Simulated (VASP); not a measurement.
MgO: relaxation of cell and atoms with PBEsol

The system is MgO.

```xyz
2
Lattice="0.0000 2.1269 2.1269 2.1269 0.0000 2.1269 2.1269 2.1269 0.0000" Properties=species:S:1:pos:R:3 pbc="T T T"
Mg    0.0000    0.0000    0.0000
O     2.1269    2.1269    2.1269
```

| Property | Result |
| --- | --- |
| Program | VASP 6.6.1 |
| Task | relaxation of cell and atoms |
| Functional | PBEsol |
| Potentials or basis | VASP PAW PBE potentials, release 64 (Mg, O) |
| Cutoff | 600 eV |
| k mesh | 10 × 10 × 10 |
| Occupations | gaussian, width 0.02 eV |
| Spin | no spin polarisation |
| Dipole correction | no |
| Further INCAR settings | ALGO = Normal; EDIFF = 1e-06; IBRION = 2; EDIFFG = -0.005; NSW = 70; ISIF = 3 |

* Relaxed volume: 9.31 Å³/atom
* Relaxed cell: a = 2.975 Å, b = 2.975 Å, c = 2.975 Å, α = 60.00°, β = 60.00°, γ = 60.00°
* Space group after relaxing (to 0.05 Å): Fm-3m (No. 225)
* Energy gained by relaxing: 4.9 meV/atom
* Ionic steps: 3
* Pressure after relaxing: 0.0 GPa
* Band gap on the k mesh: 4.67 eV, direct

Step by step:
```
step  energy change (eV)  largest force (eV/Å)  pressure (GPa)  volume (Å³)
   1              0.0000                0.0000           -4.91        19.24
   2             -0.0087                0.0000            1.69        18.43
   3             -0.0097                0.0000            0.00        18.62
```

Final structure:
```cif
data_structure
_symmetry_space_group_name_H-M 'P 1'
_symmetry_Int_Tables_number 1
_cell_length_a 2.9752
_cell_length_b 2.9752
_cell_length_c 2.9752
_cell_angle_alpha 60.000
_cell_angle_beta 60.000
_cell_angle_gamma 60.000
_cell_volume 18.62
loop_
_atom_site_label
_atom_site_type_symbol
_atom_site_fract_x
_atom_site_fract_y
_atom_site_fract_z
_atom_site_occupancy
Mg1 Mg 0.00000 0.00000 0.00000 1
O1 O 0.50000 0.50000 0.50000 1
```

Levels at points of the mesh, in eV from the valence-band top:
```csv
k point,band 1,band 2,band 3,band 4,band 5,band 6,band 7,band 8
"(0.00, 0.00, 0.00)",-17.22,0.00,0.00,0.00,4.67,15.65,15.65,15.65
"(0.50, 0.00, 0.00)",-15.90,-4.69,-0.67,-0.67,7.77,12.54,16.21,16.21
"(0.50, 0.50, 0.00)",-15.63,-4.16,-1.37,-1.37,8.93,9.91,13.01,18.89
```

It took 7.6 s on 1 thread of Intel(R) Xeon(R) 6975P-C (Granite Rapids), with other jobs on the host, peak memory 0.14 GiB.

Caveat: the PAW data sets were made with another functional, which shifts forces and pressure a little. Expect the measured gap to be larger: semilocal functionals such as PBEsol lack the derivative discontinuity.
